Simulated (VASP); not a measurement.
Set up this calculation in VASP 6.6.1, as the native input.

| Property | Result |
| --- | --- |
| Task | single point |
| Functional | PBEsol |
| Potentials or basis | VASP PAW PBE potentials, release 64 (Na_pv, H) |
| Cutoff | 500 eV |
| k mesh | 8 × 8 × 6 |
| Occupations | fermi-dirac, width 0.03 eV |
| Spin | no spin polarisation |
| Dipole correction | no |
| Further INCAR settings | ALGO = Normal; EDIFF = 1e-06; NBANDS = 16 |

The structure of NaH lies in POSCAR:

```
NaH
1.0
    1.6087091919     -5.4649316658      0.0000000000
    1.6087091919      5.4649316658      0.0000000000
    0.0000000000      0.0000000000      3.3665018176
Na H
2 2
Direct
    0.3602369046      0.6397630954      0.7500000000
    0.6397630954      0.3602369046      0.2500000000
    0.8613740359      0.1386259641      0.2500000000
    0.1386259641      0.8613740359      0.7500000000
```

The input as run:

INCAR

```
SYSTEM = NaH
PREC = Accurate
ENCUT = 500
EDIFF = 1E-6
ISMEAR = -1
SIGMA = 0.03
LREAL = .False.
LASPH = .True.
NELM = 120
ALGO = Normal
ISIF = 2
LWAVE = .False.
LCHARG = .False.
GGA = PS
NBANDS = 16
GGA_COMPAT = .False.
```

KPOINTS

```
Automatic mesh
0
Gamma
  8 8 6
  0 0 0
```

Potentials or basis: VASP PAW PBE potentials, release 64 (Na_pv, H).

Run with:

```console
$ cat potpaw_PBE.64/Na_pv/POTCAR potpaw_PBE.64/H/POTCAR > POTCAR
$ mpirun -np 1 vasp_std > vasp.out
```

Results of the run:

The pressure is 0.0 GPa. The largest force is 0.004 eV/Å. The band gap on the k mesh is 3.07 eV (least direct gap 3.74 eV).

Caveat: the PAW data sets were made with another functional, which shifts forces and pressure a little.

It took 33 s on 1 thread of Intel(R) Xeon(R) 6975P-C (Granite Rapids), on a shared host, peak memory 0.23 GiB.
